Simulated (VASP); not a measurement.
# ZrMo3 (Pm-3n) in VASP: single point with r2SCAN

Aim: the single point of ZrMo3 with r2SCAN.

All numbers are computed with VASP 6.6.1; they aren't measurements. Logs are shortened: lines on timing, memory, paths and dates and some standing lists are left out, and cuts for length are marked.

## 1. The cell of the first run

The structure is cubic, space group Pm-3n (No. 223). Conventional cell: a = 4.942 Å, b = 4.942 Å, c = 4.942 Å, α = 90.00°, β = 90.00°, γ = 90.00°. Within 3.6 Å of Zr (site symmetry m-3) lie 12 Mo at 2.76 Å. Mo (site symmetry -4m2) has 10 Mo at 2.47 to 3.03 Å and 4 Zr at 2.76 Å within 3.3 Å.

## 2. Single point, r2SCAN

File POSCAR:

```
ZrMo3
1.0
    4.9420000000      0.0000000000      0.0000000000
    0.0000000000      4.9420000000      0.0000000000
    0.0000000000      0.0000000000      4.9420000000
Zr Mo
2 6
Direct
    0.0000000000      0.0000000000      0.0000000000
    0.5000000000      0.5000000000      0.5000000000
    0.2500000000      0.0000000000      0.5000000000
    0.5000000000      0.7500000000      0.0000000000
    0.7500000000      0.0000000000      0.5000000000
    0.5000000000      0.2500000000      0.0000000000
    0.0000000000      0.5000000000      0.7500000000
    0.0000000000      0.5000000000      0.2500000000
```

File INCAR.step1:

```
SYSTEM = ZrMo3
PREC = Accurate
ENCUT = 520
ISMEAR = 0
SIGMA = 0.1
LREAL = .False.
LASPH = .True.
NELM = 60
NBANDS = 64
GGA = PE
ALGO = Normal
EDIFF = 1E-4
LWAVE = .True.
LCHARG = .False.
```

File INCAR.step2:

```
SYSTEM = ZrMo3
PREC = Accurate
ENCUT = 520
EDIFF = 1E-6
ISMEAR = 0
SIGMA = 0.1
LREAL = .False.
LASPH = .True.
NELM = 60
ALGO = Normal
ISIF = 2
LWAVE = .False.
LCHARG = .False.
METAGGA = R2SCAN
LMIXTAU = .True.
NBANDS = 64
ISTART = 1
```

File KPOINTS:

```
Automatic mesh
0
Gamma
  4 4 4
  0 0 0
```

Potentials or basis: VASP PAW PBE potentials, release 64 (Zr_sv, Mo_sv).

Run with:

```
> cat potpaw_PBE.64/Zr_sv/POTCAR potpaw_PBE.64/Mo_sv/POTCAR > POTCAR
> cp INCAR.step1 INCAR
> mpirun -np 1 vasp_std > vasp.out
> cp INCAR.step2 INCAR
> mpirun -np 1 vasp_std > vasp.out
```

OUTCAR:

```text
SYSTEM = ZrMo3
   PREC = Accurate
   ENCUT = 520
   EDIFF = 1E-6
   ISMEAR = 0
   LREAL = .False.
   LASPH = .True.
   NELM = 60
   ISIF = 2
   METAGGA = R2SCAN
   ISTART = 1

 ion  position               nearest neighbor table
   1  0.000  0.000  0.000-   3 2.76   4 2.76   5 2.76   6 2.76   7 2.76   8 2.76   3 2.76   5 2.76
                             7 2.76   8 2.76   4 2.76   6 2.76
   2  0.500  0.500  0.500-   3 2.76   4 2.76   5 2.76   6 2.76   7 2.76   8 2.76   4 2.76   6 2.76
                             3 2.76   5 2.76   7 2.76   8 2.76
   3  0.250  0.000  0.500-   5 2.47   5 2.47   1 2.76   1 2.76   2 2.76   2 2.76   8 3.03   4 3.03
                             4 3.03   6 3.03   6 3.03   7 3.03   8 3.03   7 3.03
   4  0.500  0.750  0.000-   6 2.47   6 2.47   1 2.76   2 2.76   2 2.76   1 2.76   8 3.03   5 3.03
                             3 3.03   5 3.03   3 3.03   7 3.03   7 3.03   8 3.03
   5  0.750  0.000  0.500-   3 2.47   3 2.47   1 2.76   1 2.76   2 2.76   2 2.76   8 3.03   4 3.03
                             4 3.03   6 3.03   6 3.03   7 3.03   8 3.03   7 3.03
   6  0.500  0.250  0.000-   4 2.47   4 2.47   1 2.76   2 2.76   2 2.76   1 2.76   8 3.03   3 3.03
                             3 3.03   5 3.03   5 3.03   7 3.03   7 3.03   8 3.03
   7  0.000  0.500  0.750-   8 2.47   8 2.47   1 2.76   2 2.76   1 2.76   2 2.76   3 3.03   4 3.03
                             5 3.03   3 3.03   5 3.03   6 3.03   4 3.03   6 3.03
   8  0.000  0.500  0.250-   7 2.47   7 2.47   1 2.76   2 2.76   1 2.76   2 2.76   3 3.03   4 3.03
                             5 3.03   3 3.03   5 3.03   6 3.03   4 3.03   6 3.03

  LATTYP: Found a simple cubic cell.
 ALAT       =     4.9420000000

  Lattice vectors:

 A1 = (   4.9420000000,   0.0000000000,   0.0000000000)
 A2 = (   0.0000000000,   4.9420000000,   0.0000000000)
 A3 = (   0.0000000000,   0.0000000000,   4.9420000000)

Analysis of symmetry for initial positions (statically):
=====================================================================
 Subroutine PRICEL returns:
 Original cell was already a primitive cell.

 Routine SETGRP: Setting up the symmetry group for a
 simple cubic supercell.

 Subroutine GETGRP returns: Found 48 space group operations
 (whereof 24 operations were pure point group operations)
 out of a pool of 48 trial point group operations.

The static configuration has the point symmetry T_h .
 The point group associated with its full space group is O_h .

Analysis of symmetry for dynamics (positions and initial velocities):
=====================================================================
 Subroutine PRICEL returns:
 Original cell was already a primitive cell.

 Routine SETGRP: Setting up the symmetry group for a
 simple cubic supercell.

 Subroutine GETGRP returns: Found 48 space group operations
 (whereof 24 operations were pure point group operations)
 out of a pool of 48 trial point group operations.

The dynamic configuration has the point symmetry T_h .
 The point group associated with its full space group is O_h .

 Subroutine INISYM returns: Found 48 space group operations
 (whereof 24 operations are pure point group operations),
 and found     1 'primitive' translations

----------------------------------------------------------------------------------------

                                     Primitive cell

  volume of cell :     120.7003

  direct lattice vectors                    reciprocal lattice vectors
     4.942000000  0.000000000  0.000000000     0.202347228  0.000000000  0.000000000
     0.000000000  4.942000000  0.000000000     0.000000000  0.202347228  0.000000000
     0.000000000  0.000000000  4.942000000     0.000000000  0.000000000  0.202347228

  length of vectors
     4.942000000  4.942000000  4.942000000     0.202347228  0.202347228  0.202347228

  position of ions in fractional coordinates (direct lattice)
     0.000000000  0.000000000  0.000000000
     0.500000000  0.500000000  0.500000000
     0.250000000  0.000000000  0.500000000
     0.500000000  0.750000000  0.000000000
     0.750000000  0.000000000  0.500000000
     0.500000000  0.250000000  0.000000000
     0.000000000  0.500000000  0.750000000
     0.000000000  0.500000000  0.250000000

  ion indices of the primitive-cell ions
   primitive index   ion index
                 1           1
                 2           2
                 3           3
                 4           4
                 5           5
                 6           6
                 7           7
                 8           8

----------------------------------------------------------------------------------------

 KPOINTS: Automatic mesh

Automatic generation of k-mesh.
 Grid dimensions read from file:
 generate k-points for:    4    4    4

 Generating k-lattice:

  Cartesian coordinates                     Fractional coordinates (reciprocal lattice)
     0.050586807  0.000000000  0.000000000     0.250000000  0.000000000  0.000000000
     0.000000000  0.050586807  0.000000000     0.000000000  0.250000000  0.000000000
     0.000000000  0.000000000  0.050586807     0.000000000  0.000000000  0.250000000

  Length of vectors
     0.050586807  0.050586807  0.050586807

  Shift w.r.t. Gamma in fractional coordinates (k-lattice)
     0.000000000  0.000000000  0.000000000

 Subroutine IBZKPT returns following result:
 ===========================================

 Found     10 irreducible k-points:

 Following reciprocal coordinates:
            Coordinates               Weight
  0.000000  0.000000  0.000000      1.000000
  0.250000  0.000000  0.000000      6.000000
  0.500000  0.000000  0.000000      3.000000
  0.250000  0.250000  0.000000     12.000000
  0.500000  0.250000  0.000000     12.000000
  0.500000  0.500000  0.000000      3.000000
  0.250000  0.250000  0.250000      8.000000
  0.500000  0.250000  0.250000     12.000000
  0.500000  0.500000  0.250000      6.000000
  0.500000  0.500000  0.500000      1.000000
   k-points           NKPTS =     10   k-points in BZ     NKDIM =     10   number of bands    NBANDS=     64
   number of dos      NEDOS =    301   number of ions     NIONS =      8
   total plane-waves  NPLWV =  64000
   dimension x,y,z NGX =    40 NGY =   40 NGZ =   40
   dimension x,y,z NGXF=    80 NGYF=   80 NGZF=   80
   ions per type =               2   6
   NGX,Y,Z   is equivalent  to a cutoff of  13.46, 13.46, 13.46 a.u.
   NGXF,Y,Z  is equivalent  to a cutoff of  26.91, 26.91, 26.91 a.u.
 SYSTEM =  ZrMo3
   PREC   = accura    normal or accurate (medium, high low for compatibility)
   ISTART =      1    job   : 0-new  1-cont  2-samecut
   ICHARG =      0    charge: 1-file 2-atom 10-const
   ISPIN  =      1    spin polarized calculation?
   LNONCOLLINEAR =      F non collinear calculations
   LSORBIT =      F    spin-orbit coupling
   LASPH  =      T    aspherical Exc in radial PAW
   ENCUT  =  520.0 eV  38.22 Ry    6.18 a.u.   9.19  9.19  9.19*2*pi/ulx,y,z
   NELM   =     60;   NELMIN=  2; NELMDL=  0     # of ELM steps
   EDIFF  = 0.1E-05   stopping-criterion for ELM
   LREAL  =      F    real-space projection
   EDIFFG = 0.1E-04   stopping-criterion for IOM
   NSW    =      0    number of steps for IOM
   IBRION =     -1    ionic relax: 0-MD 1-quasi-New 2-CG
   NFREE  =      0    steps in history (QN), initial steepest desc. (CG)
   ISIF   =      2    stress and relaxation
   ISYM   =      2    0-nonsym 1-usesym 2-fastsym
   POTIM  = 0.5000    time-step for ionic-motion
   TEBEG  =    0.0;   TEEND  =   0.0 temperature during run
   PSTRESS=    0.0 pullay stress
   NELECT =     108.0000    total number of electrons
   NUPDOWN=      -1.0000    fix difference up-down
   EMIN   =  10.00;   EMAX   =-10.00  energy-range for DOS
   EFERMI =   0.00;   METHOD = LEGACY
   ISMEAR =     0;   SIGMA  =   0.10  broadening in eV -4-tet -1-fermi 0-gaus
   EFERMI_NEDOS =   21; number of points for ismear=-14 and -15
   IALGO  =     38    algorithm
   IMIX   =      4    mixing-type and parameters
     AMIX     =   0.40;   BMIX     =  1.00
     AMIX_MAG =   1.60;   BMIX_MAG =  1.00
  volume/ion in A,a.u.               =      15.09       101.82
  Fermi-wavevector in a.u.,A,eV,Ry     =   1.577539  2.981116 33.859842  2.488628
  Thomas-Fermi vector in A             =   2.678206
   LORBIT       =      0    0 simple, 1 ext, 2 COOP (PROOUT), +10 PAW based schemes
   METAGGA = R2SCAN    functional components
   LHFCALC =     F    Hartree Fock is set to
   AEXX    =    0.0000 exact exchange contribution
   IVDW    =     0    specifies the selected vdW correction
   LEPSILON=     F    determine dielectric tensor
   LRPA    =     F    only Hartree local field effects (RPA)
 non-spin polarized calculation
 Gauss-broadening in eV      SIGMA  =   0.10
  energy-cutoff  :      520.00
  volume of cell :      120.70
 maximum number of plane-waves:      3294
 NGX is ok and might be reduce to    40
   NGX = 19   NGY = 19   NGZ = 19

 number of electron     107.9999995 magnetization

 Free energy of the ion-electron system (eV)
  ---------------------------------------------------
  ext. energy  EPLUGINS =         0.00000000
  ---------------------------------------------------
  free energy    TOTEN  =      -198.14955997 eV

  energy without entropy =     -198.12814101  energy(sigma->0) =     -198.13885049

 E-fermi :  13.1459     XC(G=0): -14.6958

 val. band max:       13.1179821157   @ k =   0.2500   0.2500   0.0000
 cond. band min:      13.2322378846   @ k =   0.2500   0.0000   0.0000
 fundamental gap:      0.1142557689
 Fermi energy:        13.1459052162

 k-point     1 :       0.0000    0.0000    0.0000
  band No.  band energies     occupation
      1     -49.4628      2.00000
      2     -49.3435      2.00000
      3     -49.3435      2.00000
      4     -49.0156      2.00000
      5     -49.0156      2.00000
      6     -49.0156      2.00000
[... 56 lines left out ...]
     63      15.4105      0.00000
     64      16.0581      0.00000

 k-point     2 :       0.2500    0.0000    0.0000
  band No.  band energies     occupation
      1     -49.4369      2.00000
      2     -49.3568      2.00000
      3     -49.3056      2.00000
      4     -49.0696      2.00000
      5     -49.0155      2.00000
      6     -49.0155      2.00000
[... 56 lines left out ...]
     63      15.8649      0.00000
     64      15.8649      0.00000

 k-point     3 :       0.5000    0.0000    0.0000
  band No.  band energies     occupation
      1     -49.3916      2.00000
      2     -49.3916      2.00000
      3     -49.1945      2.00000
      4     -49.1945      2.00000
      5     -49.0155      2.00000
      6     -49.0155      2.00000
[... 458 lines left out ...]
     63      15.8263      0.00000
     64      16.1743      0.00000

 k-point    10 :       0.5000    0.5000    0.5000
  band No.  band energies     occupation
      1     -49.2027      2.00000
      2     -49.2027      2.00000
      3     -49.2027      2.00000
      4     -49.2027      2.00000
      5     -49.2027      2.00000
      6     -49.2027      2.00000
[... 56 lines left out ...]
     63      17.0921      0.00000
     64      17.0921      0.00000

------------------------ aborting loop because EDIFF is reached ----------------------------------------

  FORCE on cell =-STRESS in cart. coord.  units (eV):
  Direction    XX          YY          ZZ          XY          YZ          ZX
  --------------------------------------------------------------------------------------
  -------------------------------------------------------------------------------------
  Total       28.0738631     28.0738631     28.0738631      0.0000000     -0.0000000      0.0000000
  in kB      372.6529271    372.6529271    372.6529271      0.0000000     -0.0000000      0.0000000
  external PRESSURE =     372.6529271 kB  Pullay stress =       0.0000000 kB

 VOLUME and BASIS-vectors are now :
 -----------------------------------------------------------------------------
  energy-cutoff  :      520.00
  volume of cell :      120.70
      direct lattice vectors                 reciprocal lattice vectors
     4.942000000  0.000000000  0.000000000     0.202347228  0.000000000  0.000000000
     0.000000000  4.942000000  0.000000000     0.000000000  0.202347228  0.000000000
     0.000000000  0.000000000  4.942000000     0.000000000  0.000000000  0.202347228

 POSITION                                       TOTAL-FORCE (eV/Angst)
 -----------------------------------------------------------------------------------
      0.00000      0.00000      0.00000        -0.000000     -0.000000     -0.000000
      2.47100      2.47100      2.47100        -0.000000     -0.000000     -0.000000
      1.23550      0.00000      2.47100         0.000000      0.000000     -0.000000
      2.47100      3.70650      0.00000         0.000000      0.000000      0.000000
      3.70650      0.00000      2.47100        -0.000000     -0.000000      0.000000
      2.47100      1.23550      0.00000         0.000000     -0.000000     -0.000000
      0.00000      2.47100      3.70650         0.000000     -0.000000     -0.000000
      0.00000      2.47100      1.23550        -0.000000      0.000000     -0.000000
 -----------------------------------------------------------------------------------
    total drift:                                0.000000     -0.000000      0.000000

  FREE ENERGIE OF THE ION-ELECTRON SYSTEM (eV)
  ---------------------------------------------------
  free  energy   TOTEN  =      -198.1495599692 eV

  energy  without entropy=     -198.1281410146  energy(sigma->0) =     -198.13885049
```

It took 10 min on 1 thread of AMD EPYC 7R43 (Zen 3), shared host; peak memory 0.24 GiB.

Results:

```yaml
Free_energy: -198.1496 eV
Pressure: 37.3 GPa
Band_gap_on_the_k_mesh: zero (band 54 reaches 13.41 eV, above the bottom of band 55 at 12.71 eV)
```

Caveat: the PAW data sets were made with another functional, which shifts forces and pressure a little.
